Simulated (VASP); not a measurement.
The system is NbAl2N3.

```
Al Nb N
1.0
     3.12563    0.00000    0.00000
    -1.56281    2.70687    0.00000
     0.00000    0.00000    7.91425
Al Nb N
2 1 3
Direct
  0.33333 0.66667 0.39200
  0.66667 0.33333 0.60800
  0.00000 0.00000 0.00000
  0.33333 0.66667 0.15200
  0.66667 0.33333 0.84800
  0.00000 0.00000 0.50000
```

| Item | Value |
| --- | --- |
| Program | VASP 6.6.1 |
| Task | relaxation of cell and atoms |
| Functional | PBE |
| Potentials or basis | VASP PAW PBE potentials, release 64 (Al, Nb_sv, N) |
| Cutoff | 600 eV |
| k mesh | 4 × 4 × 2 |
| Occupations | gaussian, width 0.15 eV |
| Spin | no spin polarisation |

At the start: pressure 4.9 GPa; volume 11.16 Å³/atom.

Question: Where does the relaxation end?

Answer: Over 12 steps the energy falls by 133.1 meV/atom and the volume is 11.19 Å³/atom (+0.3 %); space group P-3m1 (No. 164, to 0.05 Å).

The path:
```
step  energy change (eV)  largest force (eV/Å)  pressure (GPa)  volume (Å³)
   1              0.0000                4.5105            4.91        66.96
   2              0.3497                6.3025            1.76        70.29
   3             -0.5717                1.0763           -0.54        68.54
   4             -0.7290                0.4778           -1.81        68.51
   5             -0.7617                0.6381           -2.10        68.47
   6             -0.7748                0.7464            1.78        66.94
   7             -0.7847                0.2998            0.14        67.52
   8             -0.7965                0.1433           -0.29        67.32
   9             -0.7965                0.1444           -0.28        67.32
  10             -0.7977                0.1621            0.24        67.11
  11             -0.7978                0.1247            0.11        67.16
  12             -0.7986                0.0117            0.07        67.14
```

Final structure:
```
CELL_PARAMETERS angstrom
3.07522 0.00000 0.00000
-1.53761 2.66322 0.00000
0.00000 0.00000 8.19790
ATOMIC_POSITIONS crystal
Al 0.33333 0.66667 0.36769
Al 0.66667 0.33333 0.63231
Nb 0.00000 0.00000 0.00000
N 0.33333 0.66667 0.14974
N 0.66667 0.33333 0.85026
N 0.00000 0.00000 0.50000
```

Caveat: the k points lie up to 0.59 Å⁻¹ apart in the final cell; the relaxation stopped at a loose force limit of 0.08 eV/Å, so its end isn't a converged minimum.
